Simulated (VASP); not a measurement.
Crystal: Mo.

```
Mo
1.0
    -1.58381    1.58381    1.58381
     1.58381   -1.58381    1.58381
     1.58381    1.58381   -1.58381
Mo
1
Direct
  0.00000 0.00000 0.00000
```

* Program: VASP 6.6.1
* Task: relaxation of cell and atoms
* Functional: PBEsol
* Dispersion: D3(BJ)
* Potentials or basis: VASP PAW PBE potentials, release 64 (Mo_sv)
* Cutoff: 600 eV
* k mesh: 12 × 12 × 12
* Occupations: fermi-dirac, width 0.05 eV
* Spin: no spin polarisation

At the start: pressure -16.3 GPa; volume 15.89 Å³/atom.

Task: Where does the relaxation end?

Result: Over 5 steps the energy falls by 50.9 meV/atom and the volume is 14.94 Å³/atom (-6.0 %); space group Im-3m (No. 229, to 0.05 Å).

Step by step:
```
step  energy change (eV)  largest force (eV/Å)  pressure (GPa)  volume (Å³)
   1              0.0000                0.0000          -16.29        15.89
   2              0.4777                0.0000           79.02        12.46
   3             -0.0506                0.0000           -1.51        15.02
   4             -0.0509                0.0000           -0.28        14.96
   5             -0.0509                0.0000            0.09        14.94
```

Final structure:
```yaml
crystal:
  lattice:
    - [-1.55152, 1.55152, 1.55152]
    - [1.55152, -1.55152, 1.55152]
    - [1.55152, 1.55152, -1.55152]
  atoms:
    - { symbol: Mo, position: [0.00000, 0.00000, 0.00000] }
```

Caveat: the PAW data sets were made with another functional, which shifts forces and pressure a little; pairwise dispersion overbinds metals, which lowers pressure and volume.
